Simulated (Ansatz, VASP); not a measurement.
**Two plane-wave programs on EuMo**

```
CELL_PARAMETERS angstrom
3.53145 0.00000 0.00000
0.00000 3.53145 0.00000
0.00000 0.00000 3.53145
ATOMIC_POSITIONS crystal
Eu 0.50000 0.50000 0.50000
Mo 0.00000 0.00000 0.00000
```

Change from the starting cell: species swapped into the TiFe type (Pm-3m, No. 221).

Alike in both runs: functional PBE; k mesh 16 × 16 × 16; occupations gaussian, width 0.1 eV; collinear spin.

Ansatz relaxed the structure, and its values are those at the end. VASP's run is a single point on that final structure, the one shown.

```csv
,VASP,Ansatz
version,VASP 6.6.1,Ansatz 0.2.0
potentials or method,"VASP PAW PBE potentials, release 64 (Eu, Mo_sv), cutoff 520 eV","scalar-relativistic, plane waves, PAW"
valence electrons in the cell,31,31
```

VASP gave:

- gap on the k mesh at the Fermi level (eV): none
- pressure (GPa): 0.1
- net moment per atom (μB): 2.67
- size of the moment on the site where the two differ most (μB): 6.28

Q: What did Ansatz give for the same quantities?

A: gap on the k mesh at the Fermi level (eV): none; pressure (GPa): 0.0; net moment per atom (μB): 2.67; size of the moment on the site where the two differ most (μB): 6.41.

Site moments also hang on the region over which each program counts them. A gap of «none» marks a metal or a gap that the smearing closes. Ansatz's warnings: given moment on shells.

Spin-orbit coupling is off throughout.
